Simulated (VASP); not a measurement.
# SiC (P6_3mc) in VASP: further runs

Runs on SiC. Level: r2SCAN. Tasks: single point.

Everything below comes from runs of VASP 6.6.1. Logs are shortened: lines on timing, memory, paths and dates and some standing lists are left out, and cuts for length are marked.

## 1. The cell of the first run

It takes space group P6_3mc (No. 186, hexagonal). Conventional cell: a = 3.075 Å, b = 3.075 Å, c = 5.048 Å, α = 90.00°, β = 90.00°, γ = 120.00°. Si (site symmetry 3m) has 4 C at 1.88 to 1.90 Å within 2.5 Å. Within 2.5 Å of C (site symmetry 3m) lie 4 Si at 1.88 to 1.90 Å.

## 2. Single point, r2SCAN

Contents of POSCAR:

```
SiC
1.0
    3.0752975777      0.0000000000      0.0000000000
   -1.5376487889      2.6632858265      0.0000000000
    0.0000000000      0.0000000000      5.0483410011
Si C
2 2
Direct
    0.3333333333      0.6666666667      0.4996013826
    0.6666666667      0.3333333333      0.9996013826
    0.3333333333      0.6666666667      0.8753986174
    0.6666666667      0.3333333333      0.3753986174
```

Contents of INCAR.step1:

```
ALGO = Normal
EDIFF = 1E-4
ENCUT = 520
GGA = PE
ISMEAR = 0
LASPH = T
LCHARG = F
LREAL = F
LWAVE = T
NBANDS = 16
NELM = 100
PREC = Accurate
SIGMA = 0.02
```

Contents of INCAR.step2:

```
ALGO = Normal
EDIFF = 1E-6
ENCUT = 520
ISIF = 2
ISMEAR = 0
ISTART = 1
LASPH = T
LCHARG = F
LMIXTAU = T
LREAL = F
LWAVE = F
METAGGA = R2SCAN
NBANDS = 16
NELM = 100
PREC = Accurate
SIGMA = 0.02
```

Contents of KPOINTS:

```
k-points
0
Gamma
  12 12 6
```

Potentials or basis: VASP PAW PBE potentials, release 64 (Si, C).

The run is started by

```
$ cat potpaw_PBE.64/Si/POTCAR potpaw_PBE.64/C/POTCAR > POTCAR
$ cp INCAR.step1 INCAR
$ mpirun -np 1 vasp_std > vasp.out
$ cp INCAR.step2 INCAR
$ mpirun -np 1 vasp_std > vasp.out
```

OUTCAR:

```text
EDIFF = 1E-6
   ENCUT = 520
   ISIF = 2
   ISMEAR = 0
   ISTART = 1
   LASPH = T
   LREAL = F
   METAGGA = R2SCAN
   NELM = 100
   PREC = Accurate

 ion  position               nearest neighbor table
   1  0.333  0.667  0.500-   4 1.88   4 1.88   4 1.88   3 1.90   2 3.09   2 3.09   2 3.09   2 3.09
                             2 3.09   2 3.09
   2  0.667  0.333  1.000-   3 1.88   3 1.88   3 1.88   4 1.90   1 3.09   1 3.09   1 3.09   1 3.09
                             1 3.09   1 3.09
   3  0.333  0.667  0.875-   2 1.88   2 1.88   2 1.88   1 1.90
   4  0.667  0.333  0.375-   1 1.88   1 1.88   1 1.88   2 1.90

  LATTYP: Found a hexagonal cell.
 ALAT       =     3.0752975777
 C/A-ratio  =     1.6415780501

  Lattice vectors:

 A1 = (   3.0752975777,   0.0000000000,   0.0000000000)
 A2 = (  -1.5376487889,   2.6632858265,   0.0000000000)
 A3 = (   0.0000000000,   0.0000000000,   5.0483410011)

Analysis of symmetry for initial positions (statically):
=====================================================================
 Subroutine PRICEL returns:
 Original cell was already a primitive cell.

 Routine SETGRP: Setting up the symmetry group for a
 hexagonal supercell.

 Subroutine GETGRP returns: Found 12 space group operations
 (whereof  6 operations were pure point group operations)
 out of a pool of 24 trial point group operations.

The static configuration has the point symmetry C_3v.
 The point group associated with its full space group is C_6v.

Analysis of symmetry for dynamics (positions and initial velocities):
=====================================================================
 Subroutine PRICEL returns:
 Original cell was already a primitive cell.

 Routine SETGRP: Setting up the symmetry group for a
 hexagonal supercell.

 Subroutine GETGRP returns: Found 12 space group operations
 (whereof  6 operations were pure point group operations)
 out of a pool of 24 trial point group operations.

The dynamic configuration has the point symmetry C_3v.
 The point group associated with its full space group is C_6v.

 Subroutine INISYM returns: Found 12 space group operations
 (whereof  6 operations are pure point group operations),
 and found     1 'primitive' translations

----------------------------------------------------------------------------------------

                                     Primitive cell

  volume of cell :      41.3479

  direct lattice vectors                    reciprocal lattice vectors
     3.075297578  0.000000000  0.000000000     0.325171784  0.187738017  0.000000000
    -1.537648789  2.663285827  0.000000000     0.000000000  0.375476034  0.000000000
     0.000000000  0.000000000  5.048341001     0.000000000  0.000000000  0.198084876

  length of vectors
     3.075297578  3.075297578  5.048341001     0.375476034  0.375476034  0.198084876

  position of ions in fractional coordinates (direct lattice)
     0.333333333  0.666666667  0.499601383
     0.666666667  0.333333333  0.999601383
     0.333333333  0.666666667  0.875398617
     0.666666667  0.333333333  0.375398617

  ion indices of the primitive-cell ions
   primitive index   ion index
                 1           1
                 2           2
                 3           3
                 4           4

----------------------------------------------------------------------------------------

 KPOINTS: k-points

Automatic generation of k-mesh.
 Grid dimensions read from file:
 generate k-points for:   12   12    6

 Generating k-lattice:

  Cartesian coordinates                     Fractional coordinates (reciprocal lattice)
     0.027097649  0.015644835  0.000000000     0.083333333  0.000000000  0.000000000
     0.000000000  0.031289670  0.000000000     0.000000000  0.083333333  0.000000000
     0.000000000  0.000000000  0.033014146     0.000000000  0.000000000  0.166666667

  Length of vectors
     0.031289670  0.031289670  0.033014146

  Shift w.r.t. Gamma in fractional coordinates (k-lattice)
     0.000000000  0.000000000  0.000000000

 Subroutine IBZKPT returns following result:
 ===========================================

 Found     76 irreducible k-points:

 Following reciprocal coordinates:
            Coordinates               Weight
  0.000000  0.000000  0.000000      1.000000
  0.083333 -0.000000  0.000000      6.000000
  0.166667  0.000000  0.000000      6.000000
  0.250000  0.000000  0.000000      6.000000
  0.333333 -0.000000  0.000000      6.000000
  0.416667 -0.000000  0.000000      6.000000
[... 16 lines left out ...]
  0.250000  0.000000  0.166667     12.000000
  0.333333 -0.000000  0.166667     12.000000
 [... further k-points ...]
   k-points           NKPTS =     76   k-points in BZ     NKDIM =     76   number of bands    NBANDS=     16
   number of dos      NEDOS =    301   number of ions     NIONS =      4
   total plane-waves  NPLWV =  23040
   dimension x,y,z NGX =    24 NGY =   24 NGZ =   40
   dimension x,y,z NGXF=    48 NGYF=   48 NGZF=   80
   ions per type =               2   2
   NGX,Y,Z   is equivalent  to a cutoff of  12.97, 12.97, 13.17 a.u.
   NGXF,Y,Z  is equivalent  to a cutoff of  25.95, 25.95, 26.34 a.u.
 SYSTEM =  unknown system
   PREC   = accura    normal or accurate (medium, high low for compatibility)
   ISTART =      1    job   : 0-new  1-cont  2-samecut
   ICHARG =      0    charge: 1-file 2-atom 10-const
   ISPIN  =      1    spin polarized calculation?
   LNONCOLLINEAR =      F non collinear calculations
   LSORBIT =      F    spin-orbit coupling
   LASPH  =      T    aspherical Exc in radial PAW
   ENCUT  =  520.0 eV  38.22 Ry    6.18 a.u.   5.72  5.72  9.39*2*pi/ulx,y,z
   NELM   =    100;   NELMIN=  2; NELMDL=  0     # of ELM steps
   EDIFF  = 0.1E-05   stopping-criterion for ELM
   LREAL  =      F    real-space projection
   EDIFFG = 0.1E-04   stopping-criterion for IOM
   NSW    =      0    number of steps for IOM
   IBRION =     -1    ionic relax: 0-MD 1-quasi-New 2-CG
   NFREE  =      0    steps in history (QN), initial steepest desc. (CG)
   ISIF   =      2    stress and relaxation
   ISYM   =      2    0-nonsym 1-usesym 2-fastsym
   POTIM  = 0.5000    time-step for ionic-motion
   TEBEG  =    0.0;   TEEND  =   0.0 temperature during run
   PSTRESS=    0.0 pullay stress
   NELECT =      16.0000    total number of electrons
[... 2 lines left out ...]
   EFERMI =   0.00;   METHOD = LEGACY
   ISMEAR =     0;   SIGMA  =   0.02  broadening in eV -4-tet -1-fermi 0-gaus
   EFERMI_NEDOS =   21; number of points for ismear=-14 and -15
   IALGO  =     38    algorithm
   IMIX   =      4    mixing-type and parameters
     AMIX     =   0.40;   BMIX     =  1.00
     AMIX_MAG =   1.60;   BMIX_MAG =  1.00
  volume/ion in A,a.u.               =      10.34        69.76
  Fermi-wavevector in a.u.,A,eV,Ry     =   1.192972  2.254390 19.363573  1.423182
  Thomas-Fermi vector in A             =   2.328998
   LORBIT       =      0    0 simple, 1 ext, 2 COOP (PROOUT), +10 PAW based schemes
   METAGGA = R2SCAN    functional components
   LHFCALC =     F    Hartree Fock is set to
   AEXX    =    0.0000 exact exchange contribution
   IVDW    =     0    specifies the selected vdW correction
   LEPSILON=     F    determine dielectric tensor
   LRPA    =     F    only Hartree local field effects (RPA)
 non-spin polarized calculation
 Gauss-broadening in eV      SIGMA  =   0.02
  energy-cutoff  :      520.00
  volume of cell :       41.35
 maximum number of plane-waves:      1126
 NGX is ok and might be reduce to    24
   NGX = 11   NGY = 11   NGZ = 19

 number of electron      16.0000000 magnetization

 Free energy of the ion-electron system (eV)
  ---------------------------------------------------
  ext. energy  EPLUGINS =         0.00000000
  ---------------------------------------------------
  free energy    TOTEN  =       -38.63789351 eV

  energy without entropy =      -38.63789351  energy(sigma->0) =      -38.63789351

 E-fermi :   8.3199     XC(G=0): -11.9290

 val. band max:        8.1457657154   @ k =   0.0000   0.0000   0.0000
 cond. band min:      10.8041123372   @ k =   0.3333   0.3333   0.0000
 fundamental gap:      2.6583466218
 Fermi energy:         8.3199276159

 k-point     1 :       0.0000    0.0000    0.0000
  band No.  band energies     occupation
      1      -8.2092      2.00000
      2      -4.5823      2.00000
      3      -0.8467      2.00000
      4       6.7605      2.00000
      5       6.7605      2.00000
      6       8.0318      2.00000
[... 8 lines left out ...]
     15      17.7252      0.00000
     16      20.1768      0.00000

 k-point     2 :       0.0833   -0.0000    0.0000
  band No.  band energies     occupation
      1      -8.0842      2.00000
      2      -4.4769      2.00000
      3      -0.7314      2.00000
      4       6.0620      2.00000
      5       6.5416      2.00000
      6       7.6626      2.00000
[... 8 lines left out ...]
     15      18.0512      0.00000
     16      19.1999      0.00000

 k-point     3 :       0.1667    0.0000    0.0000
  band No.  band energies     occupation
      1      -7.7131      2.00000
      2      -4.1713      2.00000
      3      -0.3953      2.00000
      4       4.5295      2.00000
      5       6.0447      2.00000
      6       6.4947      2.00000
[... 8 lines left out ...]
     15      18.3883      0.00000
     16      18.7399      0.00000

 k-point     4 :       0.2500    0.0000    0.0000
  band No.  band energies     occupation
      1      -7.1084      2.00000
      2      -3.7076      2.00000
      3       0.1128      2.00000
      4       2.8569      2.00000
      5       5.0431      2.00000
      6       5.5039      2.00000
[... 8 lines left out ...]
     15      19.0084      0.00000
     16      19.6854      0.00000

 k-point     5 :       0.3333   -0.0000    0.0000
  band No.  band energies     occupation
      1      -6.3018      2.00000
      2      -3.2175      2.00000
      3       0.4639      2.00000
      4       1.7218      2.00000
      5       3.5728      2.00000
      6       5.0558      2.00000
[... 8 lines left out ...]
     15      19.9042      0.00000
     16      21.1837      0.00000

 k-point     6 :       0.4167   -0.0000    0.0000
  band No.  band energies     occupation
      1      -5.3876      2.00000
      2      -3.0712      2.00000
      3       0.0864      2.00000
      4       1.9907      2.00000
      5       2.3572      2.00000
      6       4.7672      2.00000
[... 8 lines left out ...]
     15      20.0346      0.00000
     16      21.4305      0.00000
[... 267 lines left out ...]
 k-point    21 :       0.0833   -0.0000    0.1667
  band No.  band energies     occupation
      1      -7.9439      2.00000
      2      -5.0025      2.00000
      3       0.0195      2.00000
      4       6.1564      2.00000
      5       6.6270      2.00000
      6       7.0722      2.00000
[... 8 lines left out ...]
     15      17.7424      0.00000
     16      19.7444      0.00000

 k-point    22 :       0.1667    0.0000    0.1667
  band No.  band energies     occupation
      1      -7.5740      2.00000
      2      -4.6786      2.00000
      3       0.3159      2.00000
      4       4.6567      2.00000
      5       6.0938      2.00000
      6       6.1398      2.00000
[... 8 lines left out ...]
     15      18.5894      0.00000
     16      19.1032      0.00000

 k-point    23 :       0.2500    0.0000    0.1667
  band No.  band energies     occupation
      1      -6.9718      2.00000
      2      -4.1749      2.00000
      3       0.6966      2.00000
      4       3.0719      2.00000
      5       4.6428      2.00000
      6       5.6062      2.00000
[... 8 lines left out ...]
     15      19.6684      0.00000
     16      19.7470      0.00000

 k-point    24 :       0.3333   -0.0000    0.1667
  band No.  band energies     occupation
      1      -6.1701      2.00000
      2      -3.5926      2.00000
      3       0.5510      2.00000
      4       2.3138      2.00000
      5       3.1586      2.00000
      6       5.1625      2.00000
[... 8 lines left out ...]
     15      20.3488      0.00000
     16      21.0763      0.00000

 [... further k-points ...]
[... 5 lines left out ...]
  --------------------------------------------------------------------------------------
  -------------------------------------------------------------------------------------
  Total       -0.0470361     -0.0470361     -0.0466114      0.0000000      0.0000000     -0.0000000
  in kB       -1.8225881     -1.8225881     -1.8061307      0.0000000      0.0000000     -0.0000000
  external PRESSURE =      -1.8171023 kB  Pullay stress =       0.0000000 kB

 VOLUME and BASIS-vectors are now :
 -----------------------------------------------------------------------------
  energy-cutoff  :      520.00
  volume of cell :       41.35
      direct lattice vectors                 reciprocal lattice vectors
     3.075297578  0.000000000  0.000000000     0.325171784  0.187738017  0.000000000
    -1.537648789  2.663285827  0.000000000     0.000000000  0.375476034  0.000000000
     0.000000000  0.000000000  5.048341001     0.000000000  0.000000000  0.198084876

 POSITION                                       TOTAL-FORCE (eV/Angst)
 -----------------------------------------------------------------------------------
     -0.00000      1.77552      2.52216        -0.000000      0.000000     -0.000167
      1.53765      0.88776      5.04633        -0.000000     -0.000000     -0.000167
     -0.00000      1.77552      4.41931         0.000000      0.000000      0.000167
      1.53765      0.88776      1.89514         0.000000      0.000000      0.000167
 -----------------------------------------------------------------------------------
    total drift:                               -0.000000     -0.000000      0.000377

  FREE ENERGIE OF THE ION-ELECTRON SYSTEM (eV)
  ---------------------------------------------------
  free  energy   TOTEN  =       -38.6378935103 eV

  energy  without entropy=      -38.6378935103  energy(sigma->0) =      -38.63789351
```

It took 86 s on 1 thread of Intel Xeon Platinum 8375C at 2.90GHz (Ice Lake), shared host; peak memory 0.18 GiB.

Results:

- Free energy: -38.6379 eV
- Pressure: -0.2 GPa
- Band gap on the k mesh: 2.66 eV, indirect (least direct gap 4.48 eV)

Caveat: the PAW data sets were made with another functional, which shifts forces and pressure a little. A k mesh can miss the band edges.

## 3. Single point, r2SCAN (biaxial strain in the a-b plane: +4.0 %)

Contents of POSCAR:

```
SiC
1.0
    3.1983094746      0.0000000000      0.0000000000
   -1.5991547373      2.7698172542      0.0000000000
    0.0000000000      0.0000000000      4.9271808114
Si C
2 2
Direct
    0.3333333333      0.6666666667      0.4985728752
    0.6666666667      0.3333333333      0.9985728752
    0.3333333333      0.6666666667      0.8764271248
    0.6666666667      0.3333333333      0.3764271248
```

Contents of INCAR.step1:

```
SYSTEM = SiC
  ALGO = Normal
  EDIFF = 1E-4
  ENCUT = 520
  GGA = PE
  ISMEAR = 0
  LASPH = .True.
  LCHARG = .False.
  LREAL = .False.
  LWAVE = .True.
  NBANDS = 16
  NELM = 100
  PREC = Accurate
  SIGMA = 0.02
```

Contents of INCAR.step2:

```
SYSTEM = SiC
  ALGO = Normal
  EDIFF = 1E-6
  ENCUT = 520
  ISIF = 2
  ISMEAR = 0
  ISTART = 1
  LASPH = .True.
  LCHARG = .False.
  LMIXTAU = .True.
  LREAL = .False.
  LWAVE = .False.
  METAGGA = R2SCAN
  NBANDS = 16
  NELM = 100
  PREC = Accurate
  SIGMA = 0.02
```

Contents of KPOINTS:

```
k-points
0
Gamma
  12 12 6
  0 0 0
```

Potentials or basis: VASP PAW PBE potentials, release 64 (Si, C).

The run is started by

```
$ cat potpaw_PBE.64/Si/POTCAR potpaw_PBE.64/C/POTCAR > POTCAR
$ cp INCAR.step1 INCAR
$ mpirun -np 1 vasp_std > vasp.out
$ cp INCAR.step2 INCAR
$ mpirun -np 1 vasp_std > vasp.out
```

Wall time 79 s (1 thread of Intel Xeon Platinum 8488C (Sapphire Rapids), shared host); peak memory 0.18 GiB.

The run converged. Its results:

```
Free energy            : -38.3676 eV
Pressure               : -10.6 GPa
Largest force          : 0.368 eV/Å
Band gap on the k mesh : 2.51 eV, indirect (least direct gap 3.75 eV)
```

Forces on the atoms (eV/Å):
```
Si   0.000  0.000 -0.368
Si   0.000  0.000 -0.368
C    0.000  0.000  0.368
C    0.000  0.000  0.368
```

Stress tensor (GPa, compression positive):
```
-21.45   0.00   0.00
  0.00 -21.45   0.00
  0.00   0.00  11.24
```

Levels at points of the mesh, in eV from the valence-band top:
| k point | band 6 | band 7 | band 8 | band 9 | band 10 | band 11 |
| --- | --- | --- | --- | --- | --- | --- |
| (0.00, 0.00, 0.00) | -0.18 | -0.18 | 0.00 | 3.77 | 6.23 | 6.24 |
| (0.50, 0.00, 0.00) | -3.81 | -3.36 | -1.24 | 2.51 | 4.87 | 6.85 |
| (0.00, 0.00, 0.50) | -1.11 | -1.11 | -1.11 | 5.15 | 5.15 | 7.02 |
| (0.50, 0.00, 0.50) | -2.77 | -2.20 | -2.20 | 3.54 | 3.54 | 5.81 |

Caveat: the cell differs from its parent crystal (biaxial strain in the a-b plane: +4.0 %); the PAW data sets were made with another functional, which shifts forces and pressure a little. A k mesh can miss the band edges.

## 4. Single point, r2SCAN (biaxial strain in the a-b plane: +4.0 %, then relaxed in part)

Contents of POSCAR:

```
SiC
1.0
    3.1983094746      0.0000000000      0.0000000000
   -1.5991547373      2.7698172542      0.0000000000
    0.0000000000      0.0000000000      5.0174592315
Si C
2 2
Direct
    0.3333333333      0.6666666667      0.4977938122
    0.6666666667      0.3333333333      0.9977938122
    0.3333333333      0.6666666667      0.8772061878
    0.6666666667      0.3333333333      0.3772061878
```

Contents of INCAR.step1:

```
SYSTEM = SiC
ALGO = Normal
EDIFF = 1E-4
ENCUT = 520
GGA = PE
ISMEAR = 0
LASPH = .TRUE.
LCHARG = .FALSE.
LREAL = .FALSE.
LWAVE = .TRUE.
NBANDS = 16
NELM = 100
PREC = Accurate
SIGMA = 0.02
```

Contents of INCAR.step2:

```
SYSTEM = SiC
ALGO = Normal
EDIFF = 1E-6
ENCUT = 520
ISIF = 2
ISMEAR = 0
ISTART = 1
LASPH = .TRUE.
LCHARG = .FALSE.
LMIXTAU = .TRUE.
LREAL = .FALSE.
LWAVE = .FALSE.
METAGGA = R2SCAN
NBANDS = 16
NELM = 100
PREC = Accurate
SIGMA = 0.02
```

Contents of KPOINTS:

```
k-points
0
G
  12 12 6
  0 0 0
```

The run is started by

```
$ cat potpaw_PBE.64/Si/POTCAR potpaw_PBE.64/C/POTCAR > POTCAR
$ cp INCAR.step1 INCAR
$ mpirun -np 1 vasp_std > vasp.out
$ cp INCAR.step2 INCAR
$ mpirun -np 1 vasp_std > vasp.out
```

It took 77 s on 1 thread of Intel Xeon Platinum 8488C (Sapphire Rapids), shared host; peak memory 0.18 GiB.

Results (log left out):

```
Free energy            : -38.3977 eV
Pressure               : -14.3 GPa
Band gap on the k mesh : 2.60 eV, indirect (least direct gap 3.89 eV)
```

Forces in eV/Å, atoms in the order of the input:
```
Si   0.000  0.000  0.002
Si   0.000  0.000  0.002
C    0.000  0.000 -0.002
C    0.000  0.000 -0.002
```

Stress tensor (GPa, compression positive):
```
-21.39   0.00   0.00
  0.00 -21.39   0.00
  0.00   0.00  -0.03
```

Levels at points of the mesh, in eV from the valence-band top:
| k point | band 4 | band 5 | band 6 | band 7 | band 8 | band 9 | band 10 | band 11 | band 12 | band 13 |
| --- | --- | --- | --- | --- | --- | --- | --- | --- | --- | --- |
| (0.00, 0.00, 0.00) | -1.77 | -1.77 | -0.20 | -0.20 | 0.00 | 3.89 | 6.05 | 6.26 | 6.26 | 8.13 |
| (0.50, 0.00, 0.00) | -6.27 | -5.50 | -3.70 | -3.27 | -1.31 | 2.60 | 4.74 | 6.74 | 7.12 | 10.76 |
| (0.00, 0.00, 0.50) | -4.25 | -1.06 | -1.06 | -1.06 | -1.06 | 5.17 | 5.17 | 7.04 | 7.04 | 7.04 |
| (0.50, 0.00, 0.50) | -8.36 | -2.72 | -2.72 | -2.25 | -2.25 | 3.48 | 3.48 | 5.55 | 5.55 | 10.60 |

Caveat: the cell differs from its parent crystal (biaxial strain in the a-b plane: +4.0 %, then relaxed in part); the PAW data sets were made with another functional, which shifts forces and pressure a little. A k mesh can miss the band edges.

## 5. Summary

| cell | gap on the mesh (eV) | pressure (GPa) |
| --- | --- | --- |
| a = 3.075, b = 3.075, c = 5.048 Å, angles 90.0, 90.0, 120.0°, 4 atoms | 2.66 | -0.2 |
| a = 3.198, b = 3.198, c = 4.927 Å, angles 90.0, 90.0, 120.0°, 4 atoms | 2.51 | -10.6 |
| a = 3.198, b = 3.198, c = 5.017 Å, angles 90.0, 90.0, 120.0°, 4 atoms | 2.60 | -14.3 |

Alike in all rows: task single point; level r2SCAN; potentials or basis VASP PAW PBE potentials, release 64 (Si, C); no spin polarisation; k mesh 12 × 12 × 6; cutoff (eV) 520; smearing gaussian 0.02 eV.

Caveats: the PAW data sets were made with another functional, which shifts forces and pressure a little.

Absolute energies hang on the potentials; compare differences alone.
